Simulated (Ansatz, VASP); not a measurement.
# One calculation of LiHF2, two programs

```
Li H F
1.0
     1.39950    0.80800    4.19972
    -1.39950    0.80800    4.19972
     0.00000   -1.61601    4.19972
Li H F
1 1 2
Direct
  0.00000 0.00000 0.00000
  0.50000 0.50000 0.50000
  0.41251 0.41251 0.41251
  0.58749 0.58749 0.58749
```

Change from the starting cell: strain -0.030 along x and y, -0.030 along z, atoms carried along.

Alike in both runs: task single point; functional LDA; k mesh 9 × 9 × 9; occupations gaussian, width 0.05 eV; no spin polarisation.

|  | VASP | Ansatz |
| --- | --- | --- |
| version | VASP 6.6.1 | Ansatz 0.2.0 |
| potentials or method | VASP PAW LDA potentials, release 64 (Li_sv, H, F), cutoff 520 eV | scalar-relativistic, plane waves, PAW |
| valence electrons in the cell | 18 | 18 |

|  | VASP | Ansatz | Ansatz less VASP |
| --- | --- | --- | --- |
| gap on the k mesh at the Fermi level (eV) | 8.77 | 8.81 | +0.039 |
| least direct gap on the mesh (eV) | 9.03 | 9.06 | +0.039 |
| rms of the force components (eV/Å) | 0.321 | 0.282 | -0.0384 |

LDA's correlation is that of Perdew and Zunger in VASP and of Perdew and Wang (1992) in Ansatz. Atom by atom the forces differ by 0.038 eV/Å (rms over components).

Noted on VASP's run: the cutoff is under 1.25 times that of the potentials, so the pressure is a little rough.
